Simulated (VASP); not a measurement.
# AlNi (Cm) in VASP: single point with PBE

Aim: the single point of AlNi with PBE.

Everything below comes from runs of VASP 6.6.1. Logs are shortened: lines on timing, memory, paths and dates and some standing lists are left out, and cuts for length are marked.

### Step 1. The cell of the first run

The structure is monoclinic, space group Cm (No. 8). The conventional cell has a = 4.729 Å, b = 2.731 Å, c = 4.210 Å, α = 90.00°, β = 111.98°, γ = 90.00°. Within 3.2 Å of Al (site symmetry m) lie 6 Ni at 2.43 to 2.58 Å and 6 Al at 2.73 Å. Within 3.2 Å of Ni (site symmetry m) lie 6 Al at 2.43 to 2.58 Å and 6 Ni at 2.73 Å.

### Step 2. Single point, PBE

INCAR reads:

```
SYSTEM = AlNi
PREC = Accurate ; ENCUT = 520
EDIFF = 1E-6 ; ISMEAR = 0
SIGMA = 0.15 ; LREAL = .FALSE.
LASPH = .TRUE. ; NELM = 80
ALGO = Fast ; ISIF = 2
LWAVE = .FALSE. ; LCHARG = .TRUE.
GGA = PE ; LELF = .TRUE.
LVHAR = .TRUE. ; NBANDS = 14
```

KPOINTS reads:

```
regular mesh
0
G
  24 24 26
  0 0 0
```

POSCAR reads:

```
AlNi
1.0
    2.3639728847     -1.3653627903     -0.0544045528
    2.3639728847      1.3653627903     -0.0544045528
   -1.4855378209      0.0000000000      3.9390445834
Al Ni
1 1
Direct
    0.0000000000      0.0000000000      0.0000000000
    0.4850548714      0.4850548714      0.4850548714
```

Potentials or basis: VASP PAW PBE potentials, release 64 (Al, Ni).

The run is started by

```
> cat potpaw_PBE.64/Al/POTCAR potpaw_PBE.64/Ni/POTCAR > POTCAR
> mpirun -np 1 vasp_std > vasp.out
```

OUTCAR:

```text
SYSTEM = AlNi
   PREC = Accurate
   ENCUT = 520
   EDIFF = 1E-6
   ISMEAR = 0
   LREAL = .FALSE.
   LASPH = .TRUE.
   NELM = 80
   ISIF = 2
   GGA = PE

 ion  position               nearest neighbor table
   1  0.000  0.000  0.000-   2 2.43   2 2.48   2 2.48   2 2.54   2 2.54   2 2.58
   2  0.485  0.485  0.485-   1 2.43   1 2.48   1 2.48   1 2.54   1 2.54   1 2.58

  LATTYP: Found a base centered monoclinic cell.
 ALAT       =     4.7291976719
 B/A-ratio  =     0.5774183635
 C/A-ratio  =     0.8901841623
 COS(beta)  =    -0.3743058093

  Lattice vectors:

 A1 = (   2.3639728847,  -1.3653627903,  -0.0544045528)
 A2 = (   2.3639728847,   1.3653627903,  -0.0544045528)
 A3 = (  -1.4855378209,   0.0000000000,   3.9390445834)

Analysis of symmetry for initial positions (statically):
=====================================================================
 Subroutine PRICEL returns:
 Original cell was already a primitive cell.

 Routine SETGRP: Setting up the symmetry group for a
 base centered monoclinic supercell.

 Subroutine GETGRP returns: Found  2 space group operations
 (whereof  2 operations were pure point group operations)
 out of a pool of  4 trial point group operations.

The static configuration has the point symmetry C_1h.

Analysis of symmetry for dynamics (positions and initial velocities):
=====================================================================
 Subroutine PRICEL returns:
 Original cell was already a primitive cell.

 Routine SETGRP: Setting up the symmetry group for a
 base centered monoclinic supercell.

 Subroutine GETGRP returns: Found  2 space group operations
 (whereof  2 operations were pure point group operations)
 out of a pool of  4 trial point group operations.

The dynamic configuration has the point symmetry C_1h.

 Subroutine INISYM returns: Found  2 space group operations
 (whereof  2 operations are pure point group operations),
 and found     1 'primitive' translations

----------------------------------------------------------------------------------------

                                     Primitive cell

  volume of cell :      25.2073

  direct lattice vectors                    reciprocal lattice vectors
     2.363972885 -1.365362790 -0.054404553     0.213360169 -0.366203037  0.080464842
     2.363972885  1.365362790 -0.054404553     0.213360169  0.366203037  0.080464842
    -1.485537821  0.000000000  3.939044583     0.005893695  0.000000000  0.256091366

  length of vectors
     2.730484060  2.730484060  4.209856868     0.431395198  0.431395198  0.256159176

  position of ions in fractional coordinates (direct lattice)
     0.000000000  0.000000000  0.000000000
     0.485054871  0.485054871  0.485054871

  ion indices of the primitive-cell ions
   primitive index   ion index
                 1           1
                 2           2

----------------------------------------------------------------------------------------

 KPOINTS: regular mesh

Automatic generation of k-mesh.
 Grid dimensions read from file:
 generate k-points for:   24   24   26

 Generating k-lattice:

  Cartesian coordinates                     Fractional coordinates (reciprocal lattice)
     0.008890007 -0.015258460  0.003352702     0.041666667  0.000000000  0.000000000
     0.008890007  0.015258460  0.003352702     0.000000000  0.041666667  0.000000000
     0.000226681  0.000000000  0.009849668    -0.000000000 -0.000000000  0.038461538

  Length of vectors
     0.017974800  0.017974800  0.009852276

  Shift w.r.t. Gamma in fractional coordinates (k-lattice)
     0.000000000  0.000000000  0.000000000

 Subroutine IBZKPT returns following result:
 ===========================================

 Found   3914 irreducible k-points:

 Following reciprocal coordinates:
            Coordinates               Weight
  0.000000  0.000000  0.000000      1.000000
  0.041667 -0.000000 -0.000000      4.000000
  0.083333  0.000000 -0.000000      4.000000
  0.125000 -0.000000 -0.000000      4.000000
  0.166667 -0.000000 -0.000000      4.000000
  0.208333 -0.000000 -0.000000      4.000000
[... 16 lines left out ...]
  0.416667  0.041667 -0.000000      4.000000
  0.458333  0.041667 -0.000000      4.000000
 [... further k-points ...]
   k-points           NKPTS =   3914   k-points in BZ     NKDIM =   3914   number of bands    NBANDS=     14
   number of dos      NEDOS =    301   number of ions     NIONS =      2
   total plane-waves  NPLWV =  12800
   dimension x,y,z NGX =    20 NGY =   20 NGZ =   32
   dimension x,y,z NGXF=    40 NGYF=   40 NGZF=   64
   ions per type =               1   1
   NGX,Y,Z   is equivalent  to a cutoff of  12.18, 12.18, 12.64 a.u.
   NGXF,Y,Z  is equivalent  to a cutoff of  24.35, 24.35, 25.27 a.u.
 SYSTEM =  AlNi
   PREC   = accura    normal or accurate (medium, high low for compatibility)
   ISTART =      0    job   : 0-new  1-cont  2-samecut
   ICHARG =      2    charge: 1-file 2-atom 10-const
   ISPIN  =      1    spin polarized calculation?
   LNONCOLLINEAR =      F non collinear calculations
   LSORBIT =      F    spin-orbit coupling
   LASPH  =      T    aspherical Exc in radial PAW
   ENCUT  =  520.0 eV  38.22 Ry    6.18 a.u.   5.08  5.08  7.83*2*pi/ulx,y,z
   NELM   =     80;   NELMIN=  2; NELMDL= -5     # of ELM steps
   EDIFF  = 0.1E-05   stopping-criterion for ELM
   LREAL  =      F    real-space projection
   EDIFFG = 0.1E-04   stopping-criterion for IOM
   NSW    =      0    number of steps for IOM
   IBRION =     -1    ionic relax: 0-MD 1-quasi-New 2-CG
   NFREE  =      0    steps in history (QN), initial steepest desc. (CG)
   ISIF   =      2    stress and relaxation
   ISYM   =      2    0-nonsym 1-usesym 2-fastsym
   POTIM  = 0.5000    time-step for ionic-motion
   TEBEG  =    0.0;   TEEND  =   0.0 temperature during run
   PSTRESS=    0.0 pullay stress
   NELECT =      13.0000    total number of electrons
   NUPDOWN=      -1.0000    fix difference up-down
   EMIN   =  10.00;   EMAX   =-10.00  energy-range for DOS
   EFERMI =   0.00;   METHOD = LEGACY
   ISMEAR =     0;   SIGMA  =   0.15  broadening in eV -4-tet -1-fermi 0-gaus
   EFERMI_NEDOS =   21; number of points for ismear=-14 and -15
   IALGO  =     68    algorithm
   IMIX   =      4    mixing-type and parameters
     AMIX     =   0.40;   BMIX     =  1.00
     AMIX_MAG =   1.60;   BMIX_MAG =  1.00
  volume/ion in A,a.u.               =      12.60        85.05
  Fermi-wavevector in a.u.,A,eV,Ry     =   1.312847  2.480921 23.450552  1.723567
  Thomas-Fermi vector in A             =   2.443211
   LORBIT       =      0    0 simple, 1 ext, 2 COOP (PROOUT), +10 PAW based schemes
   GGA     = PE    functional components
   LHFCALC =     F    Hartree Fock is set to
   AEXX    =    0.0000 exact exchange contribution
   IVDW    =     0    specifies the selected vdW correction
   LEPSILON=     F    determine dielectric tensor
   LRPA    =     F    only Hartree local field effects (RPA)
 non-spin polarized calculation
 RMM-DIIS sequential band-by-band and
 Gauss-broadening in eV      SIGMA  =   0.15
  energy-cutoff  :      520.00
  volume of cell :       25.21
 maximum number of plane-waves:       695
   NGX = 11   NGY = 11   NGZ = 15

 number of electron      13.0000006 magnetization

 Free energy of the ion-electron system (eV)
  ---------------------------------------------------
  ext. energy  EPLUGINS =         0.00000000
  ---------------------------------------------------
  free energy    TOTEN  =       -10.04026080 eV

  energy without entropy =      -10.03158419  energy(sigma->0) =      -10.03592249

 E-fermi :   9.1772     XC(G=0): -11.7918

 val. band max:        9.1770396216   @ k =   0.4583   0.2083   0.1538
 cond. band min:       9.1786476205   @ k =   0.4583   0.2917   0.1154
 fundamental gap:      0.0016079989
 Fermi energy:         9.1771655815

 k-point     1 :       0.0000    0.0000    0.0000
  band No.  band energies     occupation
      1      -1.5895      2.00000
      2       5.6252      2.00000
      3       7.4744      2.00000
      4       7.5165      2.00000
      5       7.5390      2.00000
      6       7.8884      2.00000
      7       7.8896      2.00000
      8      11.8316      0.00000
      9      23.4833      0.00000
     10      23.5026      0.00000
     11      23.7237      0.00000
     12      23.7396      0.00000
     13      26.2988      0.00000
     14      28.3654      0.00000

 k-point     2 :       0.0417   -0.0000   -0.0000
  band No.  band energies     occupation
      1      -1.5411      2.00000
      2       5.6475      2.00000
      3       7.3198      2.00000
      4       7.5202      2.00000
      5       7.5395      2.00000
      6       7.8825      2.00000
      7       8.0727      2.00000
      8      11.8643      0.00000
      9      22.3185      0.00000
     10      22.8194      0.00000
     11      24.0221      0.00000
     12      24.4922      0.00000
     13      26.7024      0.00000
     14      27.5302      0.00000

 k-point     3 :       0.0833    0.0000   -0.0000
  band No.  band energies     occupation
      1      -1.3961      2.00000
      2       5.7117      2.00000
      3       7.0876      2.00000
      4       7.4796      2.00000
      5       7.5863      2.00000
      6       7.8675      2.00000
      7       8.3934      2.00000
      8      11.9647      0.00000
      9      20.7396      0.00000
     10      22.1158      0.00000
     11      23.7304      0.00000
     12      25.3958      0.00000
     13      25.6741      0.00000
     14      27.0800      0.00000
[... 324 lines left out ...]
 k-point    23 :       0.4167    0.0417   -0.0000
  band No.  band energies     occupation
      1       2.5628      2.00000
      2       5.8207      2.00000
      3       6.4655      2.00000
      4       6.8991      2.00000
      5       7.5502      2.00000
      6       8.5960      2.00000
      7      10.2778      0.00000
      8      10.8993      0.00000
      9      16.1621      0.00000
     10      16.4422      0.00000
     11      18.7293      0.00000
     12      20.7466      0.00000
     13      21.3023      0.00000
     14      23.6619      0.00000

 k-point    24 :       0.4583    0.0417   -0.0000
  band No.  band energies     occupation
      1       3.3168      2.00000
      2       5.7831      2.00000
      3       6.0853      2.00000
      4       6.8192      2.00000
      5       7.5264      2.00000
      6       8.6808      2.00000
      7       9.8075      0.00000
      8      11.3266      0.00000
      9      15.3901      0.00000
     10      16.8807      0.00000
     11      18.8177      0.00000
     12      20.4891      0.00000
     13      21.1612      0.00000
     14      22.5393      0.00000

 [... further k-points ...]

------------------------ aborting loop because EDIFF is reached ----------------------------------------

  FORCE on cell =-STRESS in cart. coord.  units (eV):
  Direction    XX          YY          ZZ          XY          YZ          ZX
  --------------------------------------------------------------------------------------
  -------------------------------------------------------------------------------------
  Total        0.0717243      0.0099246      0.0619857      0.0000000      0.0000000      0.0528973
  in kB        4.5588073      0.6308120      3.9398210      0.0000000      0.0000000      3.3621631
  external PRESSURE =       3.0431468 kB  Pullay stress =       0.0000000 kB

 VOLUME and BASIS-vectors are now :
 -----------------------------------------------------------------------------
  energy-cutoff  :      520.00
  volume of cell :       25.21
      direct lattice vectors                 reciprocal lattice vectors
     2.363972885 -1.365362790 -0.054404553     0.213360169 -0.366203037  0.080464842
     2.363972885  1.365362790 -0.054404553     0.213360169  0.366203037  0.080464842
    -1.485537821  0.000000000  3.939044583     0.005893695  0.000000000  0.256091366

 POSITION                                       TOTAL-FORCE (eV/Angst)
 -----------------------------------------------------------------------------------
      0.00000      0.00000      0.00000        -0.131081      0.000000     -0.462665
      1.57275      0.00000      1.85787         0.131081      0.000000      0.462665
 -----------------------------------------------------------------------------------
    total drift:                               -0.000036     -0.000000     -0.000054

  FREE ENERGIE OF THE ION-ELECTRON SYSTEM (eV)
  ---------------------------------------------------
  free  energy   TOTEN  =       -10.0402608006 eV

  energy  without entropy=      -10.0315841893  energy(sigma->0) =      -10.03592249
```

Run time: 13 min. Hardware: 1 thread of Intel Xeon 8259CL, shared host; peak memory 1.4 GiB.

What came out:

```yaml
Free_energy: -10.0403 eV
Pressure: 0.3 GPa
Largest_force: 0.481 eV/Å
Band_gap_on_the_k_mesh: zero (an odd number of electrons rules out a gap without spin polarisation)
```

Forces on the atoms (eV/Å):
```
Al  -0.131  0.000 -0.463
Ni   0.131  0.000  0.463
```

Caveat: the cell differs from its parent crystal (all Ni atoms moved +0.075 Å, as atom 2 towards its neighbour atom 1 (Al) at 2.509 Å). Spin polarisation is off, so any magnetic state and its effect on volume and gap are missing.
